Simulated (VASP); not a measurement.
# Pt: single point with LDA

The system is Pt.

```
Pt
1.0
     0.00000    1.97053    1.82412
     1.97053    0.00000    1.82412
     1.97053    1.97053    0.00000
Pt
1
Direct
  0.00000 0.00000 0.00000
```

This cell differs from its parent crystal: volume 14.166 Å^3 an atom, c/a of the conventional cell 0.9257.

```
Program             : VASP 6.6.1
Task                : single point
Functional          : LDA
Potentials or basis : VASP PAW LDA potentials, release 64 (Pt)
Cutoff              : 520 eV
k mesh              : 22 × 22 × 22
Occupations         : gaussian, width 0.15 eV
Spin                : no spin polarisation
```

```
Pressure               : 15.6 GPa
Band gap on the k mesh : zero (band 5 reaches 13.30 eV, above the bottom of band 6 at 10.41 eV)
```

Stress tensor (GPa, compression positive):
```
13.25  0.00  0.00
 0.00 13.25  0.00
 0.00  0.00 20.43
```

Levels at points of the mesh, in eV from the Fermi level:
| k point | band 2 | band 3 | band 4 | band 5 | band 6 | band 7 | band 8 | band 9 |
| --- | --- | --- | --- | --- | --- | --- | --- | --- |
| (0.00, 0.00, 0.00) | -4.46 | -4.46 | -3.53 | -2.37 | -1.25 | 14.55 | 18.99 | 18.99 |
| (0.50, 0.00, 0.00) | -4.74 | -3.73 | -0.69 | -0.18 | 0.36 | 6.42 | 13.93 | 18.67 |
| (0.50, 0.50, 0.00) | -7.33 | 0.05 | 0.62 | 0.62 | 2.79 | 10.64 | 10.64 | 11.04 |
| (0.50, 0.00, 0.50) | -7.25 | 0.01 | 0.18 | 0.93 | 1.18 | 8.96 | 11.74 | 12.46 |

Run time: 65 s on 1 thread of Intel Xeon 6975P-C, on a shared host, peak memory 0.24 GiB.

Caveat: spin-orbit coupling is left out, which moves the levels of the heavy elements.
